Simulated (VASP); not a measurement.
Set up this calculation in VASP 6.6.1, as the native input.

```yaml
Task: single point
Functional: PBEsol
Potentials_or_basis: VASP PAW PBE potentials, release 64 (Pb_d, Se)
Cutoff: 520 eV
k_mesh: 6 × 6 × 6
Occupations: gaussian, width 0.01 eV
Spin: no spin polarisation
Dipole_correction: no
Further_INCAR_settings: ALGO = Normal; EDIFF = 1e-06; NBANDS = 28
```

The structure of PbSe lies in POSCAR:

```
PbSe
1.0
    2.1171704093     -5.9125086993      0.0000000000
    2.1171704093      5.9125086993      0.0000000000
    0.0000000000      0.0000000000      4.4167429962
Pb Se
2 2
Direct
    0.6279303885      0.3720696115      0.7500000000
    0.3720696115      0.6279303885      0.2500000000
    0.8664589430      0.1335410570      0.7500000000
    0.1335410570      0.8664589430      0.2500000000
```

These files were run (other wordings do the same):

INCAR

```
SYSTEM = PbSe
  PREC = Accurate
  ENCUT = 520
  EDIFF = 1E-6
  ISMEAR = 0
  SIGMA = 0.01
  LREAL = .FALSE.
  LASPH = .TRUE.
  NELM = 100
  ALGO = Normal
  ISIF = 2
  LWAVE = .FALSE.
  LCHARG = .FALSE.
  GGA = PS
  NBANDS = 28
```

KPOINTS

```
regular mesh
0
G
  6 6 6
  0 0 0
```

Potentials or basis: VASP PAW PBE potentials, release 64 (Pb_d, Se).

The run is started by

```console
$ cat potpaw_PBE.64/Pb_d/POTCAR potpaw_PBE.64/Se/POTCAR > POTCAR
$ mpirun -np 1 vasp_std > vasp.out
```

Results of the run:

- Pressure: 0.0 GPa
- Largest force: 0.009 eV/Å
- Band gap on the k mesh: 0.90 eV (least direct gap 1.07 eV)

Caveat: the PAW data sets were made with another functional, which shifts forces and pressure a little; spin-orbit coupling is left out, which moves the levels of the heavy elements.

Wall time 4.6 min on 1 thread of AMD EPYC 7R13, on a shared host, peak memory 0.31 GiB.
